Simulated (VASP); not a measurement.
A run of VASP 6.6.1:

The input INCAR:

```
SYSTEM = Si
PREC = Accurate
ENCUT = 520
EDIFF = 1E-7
ISMEAR = 0
SIGMA = 0.05
LREAL = .FALSE.
LASPH = .TRUE.
NELM = 60
ALGO = Normal
ISIF = 2
LWAVE = .FALSE.
LCHARG = .FALSE.
GGA = PE
NBANDS = 11
```

The input KPOINTS:

```
regular mesh
0
G
  10 10 10
  0 0 0
```

File POSCAR:

```
Si
1.0
    0.0000000000      2.7902078441      2.6905974241
    2.7902078441      0.0000000000      2.6905974241
    2.7902078441      2.7902078441      0.0000000000
Si
2
Direct
    0.5000000000      0.5000000000      0.5000000000
    0.7500000000      0.7500000000      0.7500000000
```

Potentials or basis: VASP PAW PBE potentials, release 64 (Si).

Command:

```bash
$ cat potpaw_PBE.64/Si/POTCAR > POTCAR
$ mpirun -np 1 vasp_std > vasp.out
```

Hardware: 1 thread of AMD EPYC 7R13, with other jobs on the host.

**Question.** Estimate the wall time of this run.

**Answer.** Run time: 64 s on 1 thread of AMD EPYC 7R13, with other jobs on the host, peak memory 0.15 GiB. Counts: scf iterations 13, k points 102.
